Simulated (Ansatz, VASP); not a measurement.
BeTe6: VASP beside Ansatz

```xyz
7
Lattice="4.4329 0.0000 0.0000 0.0000 4.4329 0.0000 0.0000 0.0000 11.2044" Properties=species:S:1:pos:R:3 pbc="T T T"
Be    0.0000    0.0000    0.0000
Te    2.2164    0.0000    9.9953
Te    0.0000    2.2164    1.2092
Te    0.0000    0.0000    4.1323
Te    2.2164    2.2164    4.0923
Te    0.0000    0.0000    7.0721
Te    2.2164    2.2164    7.1122
```

Alike in both runs: functional PBE; k mesh 4 × 4 × 2; occupations gaussian, width 0.2 eV; no spin polarisation.

Ansatz relaxed the structure, and its values are those at the end. VASP's run is a single point on that final structure, the one shown.

|  | VASP | Ansatz |
| --- | --- | --- |
| version | VASP 6.6.1 | Ansatz 0.2.0 |
| potentials or method | VASP PAW PBE potentials, release 64 (Be, Te), cutoff 520 eV | scalar-relativistic, plane waves, PAW |
| valence electrons in the cell | 38 | 98 |

|  | VASP | Ansatz | Ansatz less VASP |
| --- | --- | --- | --- |
| gap on the k mesh at the Fermi level (eV) | none | none | - |
| pressure (GPa) | 0.0 | 0.0 | 0.00 |
| rms of the force components (eV/Å) | 0.017 | 0.020 | +0.0023 |

A gap of «none» marks a metal or a gap that the smearing closes. VASP's potentials hold 38 valence electrons a cell and Ansatz's 98, so a difference there can come from the potentials and not from the codes.

Neither program's run includes spin-orbit coupling.
